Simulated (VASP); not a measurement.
# F (C2/c) in VASP: a series of runs

F is run at these levels: PBEsol; tasks: single point.

Everything below comes from runs of VASP 6.6.1. Logs are shortened: lines on timing, memory, paths and dates and some standing lists are left out, and cuts for length are marked.

### Step 1. The cell of the first run

The structure is monoclinic, space group C2/c (No. 15). Conventional cell: a = 6.070 Å, b = 3.607 Å, c = 6.895 Å, α = 90.00°, β = 97.06°, γ = 90.00°. F (site symmetry 1) has 1 F at 1.42 Å within 1.9 Å.

### Step 2. Single point, PBEsol (18.73 Å³/atom)

File INCAR:

```
SYSTEM = F
PREC = Accurate
ENCUT = 520
EDIFF = 1E-6
ISMEAR = -1
SIGMA = 0.05
LREAL = .FALSE.
LASPH = .TRUE.
NELM = 60
ALGO = Normal
ISIF = 2
LWAVE = .FALSE.
LCHARG = .TRUE.
GGA = PS
LELF = .TRUE.
LVHAR = .TRUE.
NBANDS = 22
```

File KPOINTS:

```
Automatic mesh
0
G
  9 9 4
  0 0 0
```

File POSCAR:

```
F
1.0
    3.0297675169     -1.8037383365      0.1745216225
    3.0297675169      1.8037383365      0.1745216225
   -1.2392294090      0.0000000000      6.7829971012
F
4
Direct
    0.9217777019      0.5857884117      0.0939778158
    0.4142115883      0.0782222981      0.4060221842
    0.0782222981      0.4142115883      0.9060221842
    0.5857884117      0.9217777019      0.5939778158
```

Potentials or basis: VASP PAW PBE potentials, release 64 (F).

The run is started by

```bash
$ cat potpaw_PBE.64/F/POTCAR > POTCAR
$ mpirun -np 1 vasp_std > vasp.out
```

OUTCAR:

```text
SYSTEM = F
   PREC = Accurate
   ENCUT = 520
   EDIFF = 1E-6
   ISMEAR = -1
   LREAL = .FALSE.
   LASPH = .TRUE.
   NELM = 60
   ISIF = 2
   GGA = PS

 ion  position               nearest neighbor table
   1  0.922  0.586  0.094-   3 1.42
   2  0.414  0.078  0.406-   4 1.42
   3  0.078  0.414  0.906-   1 1.42
   4  0.586  0.922  0.594-   2 1.42

  LATTYP: Found a base centered monoclinic cell.
 ALAT       =     6.0695795582
 B/A-ratio  =     0.5943536349
 C/A-ratio  =     1.1360373925
 COS(beta)  =    -0.1228536308

  Lattice vectors:

 A1 = (   3.0297675169,  -1.8037383365,   0.1745216225)
 A2 = (   3.0297675169,   1.8037383365,   0.1745216225)
 A3 = (  -1.2392294090,   0.0000000000,   6.7829971012)

Analysis of symmetry for initial positions (statically):
=====================================================================
 Subroutine PRICEL returns:
 Original cell was already a primitive cell.

 Routine SETGRP: Setting up the symmetry group for a
 base centered monoclinic supercell.

 Subroutine GETGRP returns: Found  4 space group operations
 (whereof  2 operations were pure point group operations)
 out of a pool of  4 trial point group operations.

The static configuration has the point symmetry S_2 .
 The point group associated with its full space group is C_2h.

Analysis of symmetry for dynamics (positions and initial velocities):
=====================================================================
 Subroutine PRICEL returns:
 Original cell was already a primitive cell.

 Routine SETGRP: Setting up the symmetry group for a
 base centered monoclinic supercell.

 Subroutine GETGRP returns: Found  4 space group operations
 (whereof  2 operations were pure point group operations)
 out of a pool of  4 trial point group operations.

The dynamic configuration has the point symmetry S_2 .
 The point group associated with its full space group is C_2h.

 Subroutine INISYM returns: Found  4 space group operations
 (whereof  2 operations are pure point group operations),
 and found     1 'primitive' translations

----------------------------------------------------------------------------------------

                                     Primitive cell

  volume of cell :      74.9171

[... 82 lines left out ...]
 SYSTEM =  F
   PREC   = accura    normal or accurate (medium, high low for compatibility)
   ISTART =      0    job   : 0-new  1-cont  2-samecut
   ICHARG =      2    charge: 1-file 2-atom 10-const
   ISPIN  =      1    spin polarized calculation?
   LNONCOLLINEAR =      F non collinear calculations
   LSORBIT =      F    spin-orbit coupling
   LASPH  =      T    aspherical Exc in radial PAW
   ENCUT  =  520.0 eV  38.22 Ry    6.18 a.u.   6.56  6.56 12.82*2*pi/ulx,y,z
   NELM   =     60;   NELMIN=  2; NELMDL= -5     # of ELM steps
   EDIFF  = 0.1E-05   stopping-criterion for ELM
   LREAL  =      F    real-space projection
   EDIFFG = 0.1E-04   stopping-criterion for IOM
   NSW    =      0    number of steps for IOM
   IBRION =     -1    ionic relax: 0-MD 1-quasi-New 2-CG
   NFREE  =      0    steps in history (QN), initial steepest desc. (CG)
   ISIF   =      2    stress and relaxation
   ISYM   =      2    0-nonsym 1-usesym 2-fastsym
   POTIM  = 0.5000    time-step for ionic-motion
   TEBEG  =    0.0;   TEEND  =   0.0 temperature during run
   PSTRESS=    0.0 pullay stress
   NELECT =      28.0000    total number of electrons
   NUPDOWN=      -1.0000    fix difference up-down
   EMIN   =  10.00;   EMAX   =-10.00  energy-range for DOS
   EFERMI =   0.00;   METHOD = LEGACY
   ISMEAR =    -1;   SIGMA  =   0.05  broadening in eV -4-tet -1-fermi 0-gaus
   EFERMI_NEDOS =   21; number of points for ismear=-14 and -15
   IALGO  =     38    algorithm
   IMIX   =      4    mixing-type and parameters
     AMIX     =   0.40;   BMIX     =  1.00
     AMIX_MAG =   1.60;   BMIX_MAG =  1.00
  volume/ion in A,a.u.               =      18.73       126.39
  Fermi-wavevector in a.u.,A,eV,Ry     =   1.179235  2.228432 18.920209  1.390596
  Thomas-Fermi vector in A             =   2.315550
   LORBIT       =      0    0 simple, 1 ext, 2 COOP (PROOUT), +10 PAW based schemes
   GGA     = PS    functional components
   LHFCALC =     F    Hartree Fock is set to
   AEXX    =    0.0000 exact exchange contribution
   IVDW    =     0    specifies the selected vdW correction
   LEPSILON=     F    determine dielectric tensor
   LRPA    =     F    only Hartree local field effects (RPA)
 non-spin polarized calculation
  energy-cutoff  :      520.00
  volume of cell :       74.92
 maximum number of plane-waves:      2046
   NGX = 13   NGY = 13   NGZ = 25

 number of electron      27.9999998 magnetization

 Free energy of the ion-electron system (eV)
  ---------------------------------------------------
  ext. energy  EPLUGINS =         0.00000000
  ---------------------------------------------------
  free energy    TOTEN  =        -7.80328500 eV

  energy without entropy =       -7.80328500  energy(sigma->0) =       -7.80328500

 E-fermi :  -4.6091     XC(G=0):  -6.8871

 val. band max:       -5.8572784811   @ k =   0.4444   0.4444  -0.0000
 cond. band min:      -2.9686095065   @ k =   0.0000   0.0000   0.0000
 fundamental gap:      2.8886689746
 Fermi energy:        -4.6090607380

 k-point     1 :       0.0000    0.0000    0.0000
  band No.  band energies     occupation
      1     -30.5256      2.00000
      2     -30.4379      2.00000
      3     -24.3152      2.00000
      4     -24.0601      2.00000
      5     -12.2901      2.00000
      6     -11.7192      2.00000
[... 589 lines left out ...]
     21       9.7981      0.00000
     22      11.8119      0.00000

 [... further k-points ...]
[... 5 lines left out ...]
  --------------------------------------------------------------------------------------
  -------------------------------------------------------------------------------------
  Total       -0.2438224     -0.3867554     -0.8612349      0.0000000      0.0000000      0.1049655
  in kB       -5.2143853     -8.2711507    -18.4183705      0.0000000      0.0000000      2.2447917
  external PRESSURE =     -10.6346355 kB  Pullay stress =       0.0000000 kB

 VOLUME and BASIS-vectors are now :
 -----------------------------------------------------------------------------
  energy-cutoff  :      520.00
  volume of cell :       74.92
      direct lattice vectors                 reciprocal lattice vectors
     3.029767517 -1.803738336  0.174521623     0.163310527 -0.277202070  0.029836252
     3.029767517  1.803738336  0.174521623     0.163310527  0.277202070  0.029836252
    -1.239229409  0.000000000  6.782997101    -0.008403724  0.000000000  0.145892125

 POSITION                                       TOTAL-FORCE (eV/Angst)
 -----------------------------------------------------------------------------------
      4.45111     -0.60604      0.90055         0.031472     -0.108572     -0.223134
      0.98881     -0.60604      2.83999        -0.031472     -0.108572      0.223134
      0.36919      0.60604      6.23149        -0.031472      0.108572      0.223134
      3.83150      0.60604      4.29205         0.031472      0.108572     -0.223134
 -----------------------------------------------------------------------------------
    total drift:                                0.000000     -0.000000     -0.000000

  FREE ENERGIE OF THE ION-ELECTRON SYSTEM (eV)
  ---------------------------------------------------
  free  energy   TOTEN  =        -7.8032850038 eV

  energy  without entropy=       -7.8032850038  energy(sigma->0) =       -7.80328500
```

OSZICAR:

```text
N       E                     dE             d eps       ncg     rms          rms(c)
DAV:   1     0.192486939907E+03    0.19249E+03   -0.15646E+04  4212   0.116E+03
DAV:   2     0.678881175208E+00   -0.19181E+03   -0.18511E+03  5800   0.288E+02
DAV:   3    -0.946988131451E+01   -0.10149E+02   -0.10101E+02  4798   0.665E+01
DAV:   4    -0.953961362922E+01   -0.69732E-01   -0.69729E-01  4534   0.631E+00
DAV:   5    -0.954005286608E+01   -0.43924E-03   -0.43923E-03  4786   0.476E-01    0.111E+01
DAV:   6    -0.824630245018E+01    0.12938E+01   -0.44862E-01  4234   0.674E+00    0.629E+00
DAV:   7    -0.780507303191E+01    0.44123E+00   -0.60497E-01  4258   0.736E+00    0.686E-01
DAV:   8    -0.780310419254E+01    0.19688E-02   -0.77371E-02  4468   0.198E+00    0.115E-01
DAV:   9    -0.780316871026E+01   -0.64518E-04   -0.95693E-04  4750   0.237E-01    0.674E-02
DAV:  10    -0.780327735493E+01   -0.10864E-03   -0.23200E-04  4462   0.127E-01    0.252E-02
DAV:  11    -0.780328537557E+01   -0.80206E-05   -0.27308E-05  4690   0.458E-02    0.676E-03
DAV:  12    -0.780328500381E+01    0.37176E-06   -0.21899E-06  4666   0.124E-02
   1 F= -.78032850E+01 E0= -.78032850E+01  d E =-.226603E-10
```

stdout:

```text
POSCAR found type information on POSCAR F
 POSCAR found :  1 types and       4 ions
 scaLAPACK will be used
 -----------------------------------------------------------------------------
|                                                                             |
|                                                                             |
|     You enforced a specific xc type in the INCAR file but a different       |
|     I HOPE YOU KNOW WHAT YOU ARE DOING!                                     |
|                                                                             |
 -----------------------------------------------------------------------------

 LDA part: xc-table for (Slater+PW92), standard interpolation
 POSCAR, INCAR and KPOINTS ok, starting setup
 FFT: planning ... GRIDC
 FFT: planning ... GRID_SOFT
 FFT: planning ... GRID
 WAVECAR not read
 entering main loop
```

Wall time 61 s (1 thread of AMD EPYC 9R45 (Zen 5), shared host); peak memory 0.21 GiB.

What came out:

```yaml
Free_energy: -7.8033 eV
Pressure: -1.1 GPa
Largest_force: 0.250 eV/Å
Band_gap_on_the_k_mesh: 2.89 eV
```

Forces in eV/Å, atoms in the order of the input:
```
F    0.031 -0.109 -0.223
F   -0.031 -0.109  0.223
F   -0.031  0.109  0.223
F    0.031  0.109 -0.223
```

Stress tensor (GPa, compression positive):
```
-0.52  0.00  0.22
 0.00 -0.83  0.00
 0.22  0.00 -1.84
```

Levels at points of the mesh, in eV from the valence-band top:
```
           k point  band 10  band 11  band 12  band 13  band 14  band 15  band 16  band 17  band 18  band 19
(0.00, 0.00, 0.00)    -3.23    -0.31    -0.08    -0.05     0.00     2.89     3.59     8.84    11.45    12.30
(0.00, 0.00, 0.50)    -3.26    -0.19    -0.19    -0.04    -0.04     3.22     3.22     9.72     9.72    15.09
```

Caveat: this functional lacks dispersion, which holds the molecules together, so the pressure and a relaxed volume are unreliable; the PAW data sets were made with another functional, which shifts forces and pressure a little.

### Step 3. Single point, PBEsol (19.45 Å³/atom)

This run uses another cell than the first one, of 19.45 Å³/atom.

File INCAR:

```
SYSTEM = F
ALGO = Normal
EDIFF = 1E-6
ENCUT = 520
GGA = PS
ISIF = 2
ISMEAR = -1
LASPH = .TRUE.
LCHARG = .FALSE.
LREAL = .FALSE.
LWAVE = .FALSE.
NBANDS = 22
NELM = 80
PREC = Accurate
SIGMA = 0.05
```

File KPOINTS:

```
k-points
0
G
  9 9 4
  0 0 0
```

File POSCAR:

```
F
1.0
    3.0681230762     -1.8265728914      0.1767309915
    3.0681230762      1.8265728914      0.1767309915
   -1.2549175226      0.0000000000      6.8688669398
F
4
Direct
    0.9217777019      0.5857884117      0.0939778158
    0.4142115883      0.0782222981      0.4060221842
    0.0782222981      0.4142115883      0.9060221842
    0.5857884117      0.9217777019      0.5939778158
```

Potentials or basis: VASP PAW PBE potentials, release 64 (F).

The run is started by

```bash
$ cat potpaw_PBE.64/F/POTCAR > POTCAR
$ mpirun -np 1 vasp_std > vasp.out
```

It took 60 s on 1 thread of AMD EPYC 9R45 (Zen 5), shared host; peak memory 0.22 GiB.

Results (log left out):

| Property | Result |
| --- | --- |
| Free energy | -7.7813 eV |
| Pressure | -2.3 GPa |
| Largest force | 0.845 eV/Å |
| Band gap on the k mesh | 2.71 eV |

Forces on the atoms (eV/Å):
```
F    0.110 -0.358 -0.757
F   -0.110 -0.358  0.757
F   -0.110  0.358  0.757
F    0.110  0.358 -0.757
```

Stress tensor (GPa, compression positive):
```
-0.58  0.00  0.65
 0.00 -1.47  0.00
 0.65  0.00 -4.75
```

Levels at points of the mesh, in eV from the valence-band top:
| k point | band 11 | band 12 | band 13 | band 14 | band 15 | band 16 | band 17 | band 18 |
| --- | --- | --- | --- | --- | --- | --- | --- | --- |
| (0.00, 0.00, 0.00) | -0.29 | -0.07 | -0.05 | 0.00 | 2.71 | 3.37 | 8.84 | 11.44 |
| (0.00, 0.00, 0.50) | -0.18 | -0.18 | -0.04 | -0.04 | 3.02 | 3.02 | 9.69 | 9.69 |

Caveat: the PAW data sets were made with another functional, which shifts forces and pressure a little. A k mesh can miss the band edges.
